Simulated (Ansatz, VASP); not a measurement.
One calculation of BN, two programs

INCAR

```
SYSTEM = BN
  ALGO = Normal
  EDIFF = 1E-6
  ENCUT = 520
  GGA = PE
  ISIF = 2
  ISMEAR = 0
  LASPH = .TRUE.
  LCHARG = .TRUE.
  LELF = .TRUE.
  LREAL = .FALSE.
  LVHAR = .TRUE.
  LWAVE = .FALSE.
  NBANDS = 11
  NELM = 60
  PREC = Accurate
  SIGMA = 0.02
```

The input KPOINTS:

```
k-points
0
G
  12 12 12
  0 0 0
```

POSCAR

```
BN
1.0
    0.0000000000      1.8478860751      1.8478860751
    1.8478860751      0.0000000000      1.8478860751
    1.8478860751      1.8478860751      0.0000000000
B N
1 1
Direct
    0.2500000000      0.2500000000      0.2500000000
    0.5000000000      0.5000000000      0.5000000000
```

Input for Ansatz:

```yaml
crystal:
  lattice:
    - [0.0, 1.8478860751, 1.8478860751]
    - [1.8478860751, 0.0, 1.8478860751]
    - [1.8478860751, 1.8478860751, 0.0]
  atoms:
    - { symbol: B, position: [0.25, 0.25, 0.25] }
    - { symbol: "N", position: [0.5, 0.5, 0.5] }
basis:
  ecutwfc: 420
kpoints:
  mp_grid: { grid: [12, 12, 12] }
hamiltonian:
  xc: pbe
scf:
  occupations: { method: gaussian, width: 0.02 }
output:
  forces: true
  stress: true
  eigenvalues: true
  write_density: true
  write_potential: true
  elf: true
  volumetric_format: npy
```

Alike in both runs: task single point; functional PBE; k mesh 12 × 12 × 12; occupations gaussian, width 0.02 eV; no spin polarisation.

|  | VASP | Ansatz |
| --- | --- | --- |
| version | VASP 6.6.1 | Ansatz 0.2.0 |
| potentials or method | VASP PAW PBE potentials, release 64 (B, N), cutoff 520 eV | scalar-relativistic, plane waves, PAW |
| valence electrons in the cell | 8 | 8 |

Ansatz gave:

| Item | Value |
| --- | --- |
| gap on the k mesh at the Fermi level (eV) | 4.40 |
| least direct gap on the mesh (eV) | 8.51 |
| pressure (GPa) | -19.4 |

**Question.** Estimate VASP's values.

**Answer.** gap on the k mesh at the Fermi level (eV): 4.39; least direct gap on the mesh (eV): 8.50; pressure (GPa): -19.4.

With one functional, cell and mesh, what is left measures potentials, basis and numerics.
